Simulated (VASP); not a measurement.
Write the native input for VASP 6.6.1 that does the following.

- Task: single point
- Functional: RPBE
- Dispersion: D4
- Potentials or basis: VASP PAW PBE potentials, release 64 (Nb_sv)
- Cutoff: 500 eV
- k mesh: 11 × 11 × 11
- Occupations: fermi-dirac, width 0.05 eV
- Spin: no spin polarisation
- Dipole correction: no
- Further INCAR settings: ALGO = Normal; EDIFF = 1e-06; NBANDS = 12

The structure of Nb lies in POSCAR:

```
Nb
1.0
   -1.6414614324      1.6414614324      1.6414614324
    1.6414614324     -1.6414614324      1.6414614324
    1.6414614324      1.6414614324     -1.6414614324
Nb
1
Direct
    0.0000000000      0.0000000000      0.0000000000
```

One way to write it, as run:

INCAR

```
SYSTEM = Nb
  ALGO = Normal
  EDIFF = 1E-6
  ENCUT = 500
  GGA = RP
  GGA_COMPAT = .False.
  ISIF = 2
  ISMEAR = -1
  IVDW = 13
  LASPH = .True.
  LCHARG = .False.
  LREAL = .False.
  LWAVE = .False.
  NBANDS = 12
  NELM = 120
  PREC = Accurate
  SIGMA = 0.05
```

KPOINTS

```
k-points
0
Gamma
  11 11 11
  0 0 0
```

Potentials or basis: VASP PAW PBE potentials, release 64 (Nb_sv).

Run with:

```sh
$ cat potpaw_PBE.64/Nb_sv/POTCAR > POTCAR
$ mpirun -np 1 vasp_std > vasp.out
```

It gave:

```yaml
Pressure: 2.5 GPa
Dispersion_energy_per_atom: -0.599 eV
```

Caveat: the PAW data sets were made with another functional, which shifts forces and pressure a little; pairwise dispersion overbinds metals, which lowers pressure and volume.

It took 18 s on 1 thread of AMD EPYC 7R13 (shared host), peak memory 0.11 GiB.
